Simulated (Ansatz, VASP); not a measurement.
One calculation of Si2Ni, two programs

File INCAR:

```
PREC = Accurate ; ENCUT = 520
EDIFF = 1E-7 ; ISMEAR = 1
SIGMA = 0.025 ; LREAL = F
LASPH = T ; NELM = 150
ALGO = Normal ; ISIF = 2
LWAVE = F ; LCHARG = F
ISPIN = 2 ; MAGMOM = 1 0 0
LORBIT = 11 ; LMAXMIX = 4
LDAU = T ; LDAUTYPE = 2
LDAUL = 2 -1 ; LDAUU = 3.5 0
LDAUJ = 0 0 ; LDAUPRINT = 1
GGA = PE ; NBANDS = 20
```

File KPOINTS:

```
regular mesh
0
Gamma
  9 9 9
```

File POSCAR:

```
Si2Ni
1.0
    3.8226192600      0.0000000000      0.0000000000
    1.9113096300      3.3104853882      0.0000000000
    1.9113096300      1.1034951294      3.1211555560
Ni Si
1 2
Direct
    0.0000000000      0.0000000000      0.0000000000
    0.7500000000      0.7500000000      0.7500000000
    0.2500000000      0.2500000000      0.2500000000
```

input.yaml

```yaml
crystal:
  lattice:
    - [3.82261926, 0.0, 0.0]
    - [1.91130963, 3.3104853882, 0.0]
    - [1.91130963, 1.1034951294, 3.121155556]
  atoms:
    - { symbol: Ni, position: [0.0, 0.0, 0.0], spin: 1.0 }
    - { symbol: Si, position: [0.75, 0.75, 0.75] }
    - { symbol: Si, position: [0.25, 0.25, 0.25] }
hamiltonian:
  xc: pbe
  pseudopotentials: { kind: nc }
  hubbard:
    sites: [{ species: Ni, l: d, u_eff: 3.5 }]
    projectors: atomic
    double_counting: fll
magnetization:
  spin_polarized: true
kpoints:
  mp_grid: { grid: [9, 9, 9] }
scf:
  occupations: { method: cold, width: 0.025 }
output:
  forces: true
  stress: true
  eigenvalues: true
```

Alike in both runs: task single point; functional PBE; k mesh 9 × 9 × 9; collinear spin; Hubbard terms Ni d U = 3.5 eV.

|  | VASP | Ansatz |
| --- | --- | --- |
| version | VASP 6.6.1 | Ansatz 0.2.0 |
| potentials or method | VASP PAW PBE potentials, release 64 (Ni, Si) | Ansatz NC |
| plane-wave cutoff (eV) | 520 | 1400 |
| occupations | methfessel-paxton of order 1, width 0.025 eV | cold, width 0.025 eV |
| valence electrons in the cell | 18 | 26 |

```csv
,VASP,Ansatz,Ansatz less VASP
gap on the k mesh at the Fermi level (eV),none,none,-
pressure (GPa),0.7,2.6,+1.96
net moment per atom (μB),0.00,0.00,-0.005
```

The programs project onto different local orbitals, so the same U acts differently, and such runs can settle in different states. A gap of «none» marks a metal or a gap that the smearing closes. VASP's potentials hold 18 valence electrons a cell and Ansatz's 26, so a difference there can come from the potentials and not from the codes.

Noted on Ansatz's run: the magnetic or orbital state may not be the lowest.
